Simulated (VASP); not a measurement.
Set up this calculation in VASP 6.6.1, as the native input.

```yaml
Task: single point
Functional: PBE
Potentials_or_basis: VASP PAW PBE potentials, release 64 (Sc_sv)
Cutoff: 520 eV
k_mesh: 10 × 10 × 10
Occupations: fermi-dirac, width 0.05 eV
Spin: no spin polarisation
Dipole_correction: no
Further_INCAR_settings: ALGO = Normal; EDIFF = 1e-06; NBANDS = 12
```

The structure of Sc lies in POSCAR:

```
Sc
1.0
   -1.9043379473      1.9043379473      1.7060751157
    1.9043379473     -1.9043379473      1.7060751157
    1.9043379473      1.9043379473     -1.7060751157
Sc
1
Direct
    0.0000000000      0.0000000000      0.0000000000
```

The input as run:

INCAR

```
PREC = Accurate
ENCUT = 520
EDIFF = 1E-6
ISMEAR = -1
SIGMA = 0.05
LREAL = F
LASPH = T
NELM = 80
ALGO = Normal
ISIF = 2
LWAVE = F
LCHARG = T
GGA = PE
LELF = T
LVHAR = T
NBANDS = 12
```

KPOINTS

```
regular mesh
0
Gamma
  10 10 10
```

Potentials or basis: VASP PAW PBE potentials, release 64 (Sc_sv).

The run is started by

```sh
$ cat potpaw_PBE.64/Sc_sv/POTCAR > POTCAR
$ mpirun -np 1 vasp_std > vasp.out
```

It gave:

```json
{"Pressure": "0.2 GPa", "Band gap on the k mesh": "zero (an odd number of electrons rules out a gap without spin polarisation)"}
```

It took 12 s on 1 thread of Intel(R) Xeon(R) Platinum 8488C (Sapphire Rapids), with other jobs on the host, peak memory 0.16 GiB.
